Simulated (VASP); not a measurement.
Write the native input for VASP 6.6.1 that does the following.

- Task: single point
- Functional: PBEsol
- Potentials or basis: VASP PAW PBE potentials, release 64 (Sr_sv)
- Cutoff: 520 eV
- k mesh: 12 × 12 × 8
- Occupations: gaussian, width 0.15 eV
- Spin: no spin polarisation
- Dipole correction: no
- Further INCAR settings: ALGO = Fast; EDIFF = 1e-06; NBANDS = 17

The structure of Sr lies in POSCAR:

```
Sr
1.0
    4.6070693713      0.0000000000      0.0000000000
   -2.3035346856      3.1906725401      0.0000000000
    0.0000000000      0.0000000000      7.0387962796
Sr
2
Direct
    0.3333333333      0.6666666667      0.2500000000
    0.6666666667      0.3333333333      0.7500000000
```

This cell differs from its parent crystal: strain +e along x and -e along y +0.1100, strain +e along z and -e/2 along x and y +0.0233.

The input as run:

INCAR

```
SYSTEM = Sr
PREC = Accurate
ENCUT = 520
EDIFF = 1E-6
ISMEAR = 0
SIGMA = 0.15
LREAL = .FALSE.
LASPH = .TRUE.
NELM = 80
ALGO = Fast
ISIF = 2
LWAVE = .FALSE.
LCHARG = .FALSE.
GGA = PS
NBANDS = 17
```

KPOINTS

```
regular mesh
0
G
  12 12 8
  0 0 0
```

Potentials or basis: VASP PAW PBE potentials, release 64 (Sr_sv).

Launch:

```sh
$ cat potpaw_PBE.64/Sr_sv/POTCAR > POTCAR
$ mpirun -np 1 vasp_std > vasp.out
```

It gave:

```
Pressure               : 0.2 GPa
Largest force          : 0.176 eV/Å
Band gap on the k mesh : zero (bands 10 and 11 overlap by 0.27 eV)
```

Caveat: the cell differs from its parent crystal (strain +e along x and -e along y +0.1100, strain +e along z and -e/2 along x and y +0.0233); the PAW data sets were made with another functional, which shifts forces and pressure a little.

Run time: 4.8 min on 1 thread of AMD EPYC 9R45 96-Core Processor (Zen 5) (shared host), peak memory 0.43 GiB.
